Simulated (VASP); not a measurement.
# Ga2AsSe4 (P-3m1) in VASP: single point with PBE

Aim: the single point of Ga2AsSe4 with PBE.

Program: VASP 6.6.1. These are calculated values, not measurements. Logs are shortened: lines on timing, memory, paths and dates and some standing lists are left out, and cuts for length are marked.

### 1 The cell of the first run

Symmetry: P-3m1, No. 164, trigonal system. Conventional cell: a = 3.861 Å, b = 3.861 Å, c = 30.000 Å, α = 90.00°, β = 90.00°, γ = 120.00°. Ga (site symmetry 3m) has 4 Se at 2.35 to 2.50 Å within 3.1 Å. Ga (site symmetry 3m) has 1 Ga at 2.46 Å and 3 Se at 2.51 Å within 3.3 Å. As (site symmetry 3m) has 6 Se at 2.66 to 2.78 Å within 3.5 Å. Within 3.3 Å of Se (site symmetry 3m) lie 3 Ga at 2.50 Å. Within 3.1 Å of Se (site symmetry 3m) lie 1 Ga at 2.35 Å and 3 As at 2.78 Å. Se (site symmetry 3m) has 3 As at 2.66 Å within 3.5 Å. Se (site symmetry 3m) has 3 Ga at 2.51 Å within 3.3 Å.

### 2 Single point, PBE

The input, INCAR:

```
SYSTEM = Ga2AsSe4
PREC = Accurate ; ENCUT = 520
EDIFF = 1E-6 ; ISMEAR = 0
SIGMA = 0.01 ; LREAL = .False.
LASPH = .True. ; NELM = 100
ALGO = Normal ; ISIF = 2
LWAVE = .False. ; LCHARG = .True.
GGA = PE ; LVHAR = .True.
NBANDS = 68 ; KPAR = 4
```

The input, KPOINTS:

```
regular mesh
0
Gamma
  12 12 2
  0 0 0
```

The input, POSCAR:

```
Ga2AsSe4
1.0
    3.8614880220      0.0000000000      0.0000000000
   -1.9307440110      3.3441467235      0.0000000000
    0.0000000000      0.0000000000     30.0002134035
Ga As Se
4 2 8
Direct
    0.6666666667      0.3333333333      0.7440924972
    0.0000000000      0.0000000000      0.0410389449
    1.0000000000      1.0000000000      0.9589610551
    0.3333333333      0.6666666667      0.2559075028
    1.0000000000      1.0000000000      0.6102825830
    0.0000000000      0.0000000000      0.3897174170
    0.0000000000      0.0000000000      0.7818772330
    0.6666666667      0.3333333333      0.6656405564
    0.3333333333      0.6666666667      0.5620913939
    0.3333333333      0.6666666667      0.0793130932
    0.6666666667      0.3333333333      0.9206869068
    1.0000000000      1.0000000000      0.2181227670
    0.3333333333      0.6666666667      0.3343594436
    0.6666666667      0.3333333333      0.4379086061
```

Potentials or basis: VASP PAW PBE potentials, release 64 (Ga_d, As, Se).

Launch:

```console
> cat potpaw_PBE.64/Ga_d/POTCAR potpaw_PBE.64/As/POTCAR potpaw_PBE.64/Se/POTCAR > POTCAR
> mpirun -np 4 vasp_std > vasp.out
```

OUTCAR:

```text
SYSTEM = Ga2AsSe4
   PREC = Accurate
   ENCUT = 520
   EDIFF = 1E-6
   ISMEAR = 0
   LREAL = .False.
   LASPH = .True.
   NELM = 100
   ISIF = 2
   GGA = PE

 ion  position               nearest neighbor table
   1  0.667  0.333  0.744-   8 2.35   7 2.50   7 2.50   7 2.50
   2  0.000  0.000  0.041-   3 2.46  10 2.51  10 2.51  10 2.51
   3  0.000  0.000  0.959-   2 2.46  11 2.51  11 2.51  11 2.51
   4  0.333  0.667  0.256-  13 2.35  12 2.50  12 2.50  12 2.50
   5  0.000  0.000  0.610-   9 2.66   9 2.66   9 2.66   8 2.78   8 2.78   8 2.78
   6  0.000  0.000  0.390-  14 2.66  14 2.66  14 2.66  13 2.78  13 2.78  13 2.78
   7  0.000  0.000  0.782-   1 2.50   1 2.50   1 2.50
   8  0.667  0.333  0.666-   1 2.35   5 2.78   5 2.78   5 2.78
   9  0.333  0.667  0.562-   5 2.66   5 2.66   5 2.66
  10  0.333  0.667  0.079-   2 2.51   2 2.51   2 2.51
  11  0.667  0.333  0.921-   3 2.51   3 2.51   3 2.51
  12  0.000  0.000  0.218-   4 2.50   4 2.50   4 2.50
  13  0.333  0.667  0.334-   4 2.35   6 2.78   6 2.78   6 2.78
  14  0.667  0.333  0.438-   6 2.66   6 2.66   6 2.66

  LATTYP: Found a hexagonal cell.
 ALAT       =     3.8614880220
 C/A-ratio  =     7.7690810466

  Lattice vectors:

 A1 = (   3.8614880220,   0.0000000000,   0.0000000000)
 A2 = (  -1.9307440110,   3.3441467235,   0.0000000000)
 A3 = (   0.0000000000,   0.0000000000,  30.0002134035)

Analysis of symmetry for initial positions (statically):
=====================================================================
 Subroutine PRICEL returns:
 Original cell was already a primitive cell.

 Routine SETGRP: Setting up the symmetry group for a
 hexagonal supercell.

 Subroutine GETGRP returns: Found 12 space group operations
 (whereof 12 operations were pure point group operations)
 out of a pool of 24 trial point group operations.

The static configuration has the point symmetry D_3d.

Analysis of symmetry for dynamics (positions and initial velocities):
=====================================================================
 Subroutine PRICEL returns:
 Original cell was already a primitive cell.

 Routine SETGRP: Setting up the symmetry group for a
 hexagonal supercell.

 Subroutine GETGRP returns: Found 12 space group operations
 (whereof 12 operations were pure point group operations)
 out of a pool of 24 trial point group operations.

The dynamic configuration has the point symmetry D_3d.

 Subroutine INISYM returns: Found 12 space group operations
 (whereof 12 operations are pure point group operations),
 and found     1 'primitive' translations

[... 134 lines left out ...]
   EFERMI_NEDOS =   21; number of points for ismear=-14 and -15
   IALGO  =     38    algorithm
   IMIX   =      4    mixing-type and parameters
     AMIX     =   0.40;   BMIX     =  1.00
     AMIX_MAG =   1.60;   BMIX_MAG =  1.00
  volume/ion in A,a.u.               =      27.67       186.74
  Fermi-wavevector in a.u.,A,eV,Ry     =   1.076013  2.033370 15.752886  1.157804
  Thomas-Fermi vector in A             =   2.211886
   LORBIT       =      0    0 simple, 1 ext, 2 COOP (PROOUT), +10 PAW based schemes
   GGA     = PE    functional components
   LHFCALC =     F    Hartree Fock is set to
   AEXX    =    0.0000 exact exchange contribution
   IVDW    =     0    specifies the selected vdW correction
   LEPSILON=     F    determine dielectric tensor
   LRPA    =     F    only Hartree local field effects (RPA)
 non-spin polarized calculation
 Gauss-broadening in eV      SIGMA  =   0.01
  energy-cutoff  :      520.00
  volume of cell :      387.40
 maximum number of plane-waves:     10488
 NGX is ok and might be reduce to    30
   NGX = 15   NGY = 15   NGZ =111

 number of electron     109.9999976 magnetization

 Free energy of the ion-electron system (eV)
  ---------------------------------------------------
  ext. energy  EPLUGINS =         0.00000000
  ---------------------------------------------------
  free energy    TOTEN  =       -54.44381254 eV

  energy without entropy =      -54.44381254  energy(sigma->0) =      -54.44381254

 E-fermi :   2.6604     XC(G=0):  -8.5988

 val. band max:        2.6002320344   @ k =   0.0833   0.0833   0.5000
 cond. band min:       2.8618919889   @ k =   0.0000   0.0000   0.5000
 fundamental gap:      0.2616599545
 Fermi energy:         2.6603828712

 k-point     1 :       0.0000    0.0000    0.0000
  band No.  band energies     occupation
      1     -12.9551      2.00000
      2     -12.9419      2.00000
      3     -12.9418      2.00000
      4     -12.8473      2.00000
      5     -12.8473      2.00000
      6     -12.8473      2.00000
[... 1669 lines left out ...]
     66       6.1029      0.00000
     67       6.3021      0.00000

 [... further k-points ...]

 [bands above 67 left out]

------------------------ aborting loop because EDIFF is reached ----------------------------------------

  FORCE on cell =-STRESS in cart. coord.  units (eV):
  Direction    XX          YY          ZZ          XY          YZ          ZX
  --------------------------------------------------------------------------------------
  -------------------------------------------------------------------------------------
  Total        0.2271743      0.2271743      0.2617738      0.0000000     -0.0000000     -0.0000000
  in kB        0.9395186      0.9395186      1.0826108      0.0000000     -0.0000000     -0.0000000
  external PRESSURE =       0.9872160 kB  Pullay stress =       0.0000000 kB

 VOLUME and BASIS-vectors are now :
 -----------------------------------------------------------------------------
  energy-cutoff  :      520.00
  volume of cell :      387.40
      direct lattice vectors                 reciprocal lattice vectors
     3.861488022  0.000000000  0.000000000     0.258967526  0.149514971  0.000000000
    -1.930744011  3.344146724  0.000000000     0.000000000  0.299029942  0.000000000
     0.000000000  0.000000000 30.000213403     0.000000000  0.000000000  0.033333096

 POSITION                                       TOTAL-FORCE (eV/Angst)
 -----------------------------------------------------------------------------------
      1.93074      1.11472     22.32293        -0.000000     -0.000000     -0.004902
      0.00000      0.00000      1.23118        -0.000000     -0.000000     -0.018832
      0.00000      0.00000     28.76904         0.000000      0.000000      0.018832
     -0.00000      2.22943      7.67728        -0.000000      0.000000      0.004902
      0.00000      0.00000     18.30861         0.000000     -0.000000      0.014944
      0.00000      0.00000     11.69161         0.000000     -0.000000     -0.014944
      0.00000      0.00000     23.45648         0.000000     -0.000000      0.021130
      1.93074      1.11472     19.96936         0.000000     -0.000000     -0.015201
     -0.00000      2.22943     16.86286         0.000000      0.000000     -0.016696
     -0.00000      2.22943      2.37941         0.000000     -0.000000      0.024558
      1.93074      1.11472     27.62080         0.000000     -0.000000     -0.024558
      0.00000      0.00000      6.54373         0.000000     -0.000000     -0.021130
     -0.00000      2.22943     10.03085         0.000000      0.000000      0.015201
      1.93074      1.11472     13.13735         0.000000     -0.000000      0.016696
 -----------------------------------------------------------------------------------
    total drift:                               -0.000000      0.000000      0.000000

  FREE ENERGIE OF THE ION-ELECTRON SYSTEM (eV)
  ---------------------------------------------------
  free  energy   TOTEN  =       -54.4438125409 eV

  energy  without entropy=      -54.4438125409  energy(sigma->0) =      -54.44381254
```

OSZICAR:

```text
N       E                     dE             d eps       ncg     rms          rms(c)
DAV:   1     0.111355796102E+04    0.11136E+04   -0.45036E+04  5416   0.185E+03
DAV:   2     0.156567164371E+03   -0.95699E+03   -0.91985E+03  5960   0.515E+02
DAV:   3    -0.374431607293E+02   -0.19401E+03   -0.18433E+03  6320   0.176E+02
DAV:   4    -0.547118614189E+02   -0.17269E+02   -0.16886E+02  6516   0.526E+01
DAV:   5    -0.555142608133E+02   -0.80240E+00   -0.79426E+00  6744   0.105E+01    0.102E+01
DAV:   6    -0.544920097994E+02    0.10223E+01   -0.19967E+00  7396   0.155E+01    0.629E+00
DAV:   7    -0.544521208597E+02    0.39889E-01   -0.13630E+00  6624   0.470E+00    0.134E+00
DAV:   8    -0.544481630564E+02    0.39578E-02   -0.25538E-01  6184   0.340E+00    0.764E-01
DAV:   9    -0.544420394358E+02    0.61236E-02   -0.76880E-02  6696   0.138E+00    0.311E-01
DAV:  10    -0.544431007338E+02   -0.10613E-02   -0.16659E-02  6124   0.676E-01    0.175E-01
DAV:  11    -0.544434958030E+02   -0.39507E-03   -0.31132E-03  6392   0.206E-01    0.800E-02
DAV:  12    -0.544437113121E+02   -0.21551E-03   -0.38737E-04  6336   0.932E-02    0.513E-02
DAV:  13    -0.544437934591E+02   -0.82147E-04   -0.21774E-04  5912   0.608E-02    0.137E-02
DAV:  14    -0.544438060186E+02   -0.12559E-04   -0.41034E-05  6320   0.324E-02    0.856E-03
DAV:  15    -0.544438107695E+02   -0.47509E-05   -0.68111E-06  5440   0.110E-02    0.412E-03
DAV:  16    -0.544438123488E+02   -0.15792E-05   -0.17985E-06  4624   0.614E-03    0.121E-03
DAV:  17    -0.544438125409E+02   -0.19216E-06   -0.41082E-07  3432   0.321E-03
   1 F= -.54443813E+02 E0= -.54443813E+02  d E =-.421461E-19
```

It took 8.3 min on 4 MPI ranks of Intel Xeon Platinum 8259CL at 2.50GHz (Skylake/Cascade Lake), shared host; peak memory 1 GiB.

What came out:

| Item | Value |
| --- | --- |
| Free energy | -54.4438 eV |
| Pressure | 0.1 GPa |
| Largest force | 0.025 eV/Å |
| Band gap on the k mesh | 0.26 eV (least direct gap 0.72 eV) |

Forces on the atoms (eV/Å):
```
Ga   0.000  0.000 -0.005
Ga   0.000  0.000 -0.019
Ga   0.000  0.000  0.019
Ga   0.000  0.000  0.005
As   0.000  0.000  0.015
As   0.000  0.000 -0.015
Se   0.000  0.000  0.021
Se   0.000  0.000 -0.015
Se   0.000  0.000 -0.017
Se   0.000  0.000  0.025
Se   0.000  0.000 -0.025
Se   0.000  0.000 -0.021
Se   0.000  0.000  0.015
Se   0.000  0.000  0.017
```

Levels at points of the mesh, in eV from the valence-band top:
| k point | band 51 | band 52 | band 53 | band 54 | band 55 | band 56 | band 57 | band 58 | band 59 | band 60 |
| --- | --- | --- | --- | --- | --- | --- | --- | --- | --- | --- |
| (0.00, 0.00, 0.00) | -0.70 | -0.70 | -0.69 | -0.69 | -0.47 | 0.27 | 0.55 | 0.68 | 1.18 | 1.24 |
| (0.50, 0.00, 0.00) | -1.77 | -1.35 | -1.34 | -0.93 | -0.89 | 0.81 | 0.91 | 1.02 | 1.55 | 1.74 |
| (0.00, 0.00, 0.50) | -0.70 | -0.70 | -0.69 | -0.69 | -0.46 | 0.26 | 0.57 | 0.67 | 1.18 | 1.24 |
| (0.50, 0.00, 0.50) | -1.77 | -1.35 | -1.34 | -0.93 | -0.89 | 0.82 | 0.89 | 1.03 | 1.58 | 1.66 |

Caveat: this functional lacks dispersion, which binds layers or chains, so the pressure and a relaxed spacing across them are unreliable.
